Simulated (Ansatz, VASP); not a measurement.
## Zr in VASP and in Ansatz

INCAR

```
PREC = Accurate
ENCUT = 520
EDIFF = 1E-7
ISMEAR = -1
SIGMA = 0.08
LREAL = False
LASPH = True
NELM = 60
ALGO = Normal
ISIF = 2
LWAVE = False
LCHARG = True
GGA = PS
LELF = True
LVHAR = True
NBANDS = 12
```

The input KPOINTS:

```
regular mesh
0
Gamma
  14 14 14
```

Contents of POSCAR:

```
Zr
1.0
   -1.8338185209      1.8338185209      1.8338185209
    1.8338185209     -1.8338185209      1.8338185209
    1.8338185209      1.8338185209     -1.8338185209
Zr
1
Direct
    0.0000000000      0.0000000000      0.0000000000
```

Input for Ansatz:

```yaml
crystal:
  lattice:
    - [-1.8338185209, 1.8338185209, 1.8338185209]
    - [1.8338185209, -1.8338185209, 1.8338185209]
    - [1.8338185209, 1.8338185209, -1.8338185209]
  atoms:
    - { symbol: Zr, position: [0.0, 0.0, 0.0] }
kpoints:
  mp_grid: { grid: [14, 14, 14] }
  band_path:
    path:
      - [0.0, 0.0, 0.0]
      - [0.5, -0.5, 0.5]
      - [0.0, 0.0, 0.5]
      - [0.0, 0.0, 0.0]
      - [0.25, 0.25, 0.25]
      - [0.5, -0.5, 0.5]
      - [0.25, 0.25, 0.25]
      - [0.0, 0.0, 0.5]
    npoints: 5
scf:
  occupations: { method: fermi_dirac, width: 0.08 }
hamiltonian:
  xc: pbesol
  pseudopotentials: { kind: all_electron, lapw: { basis_error: 0.0005 } }
output:
  forces: true
  stress: true
  eigenvalues: true
```

Change from the starting cell: volume scaled by 1.04.

Alike in both runs: task single point; functional PBEsol; k mesh 14 × 14 × 14; occupations fermi-dirac, width 0.08 eV; no spin polarisation.

|  | VASP | Ansatz |
| --- | --- | --- |
| version | VASP 6.6.1 | Ansatz 0.2.0 |
| potentials or method | VASP PAW PBE potentials, release 64 (Zr_sv), cutoff 520 eV | all-electron LAPW, scalar-relativistic |

```csv
,VASP,Ansatz,Ansatz less VASP
pressure (GPa),-9.2,-9.3,-0.03
```

VASP's potentials were made for PBE, not for PBEsol. Ansatz ran all-electron here, and VASP with PAW potentials.
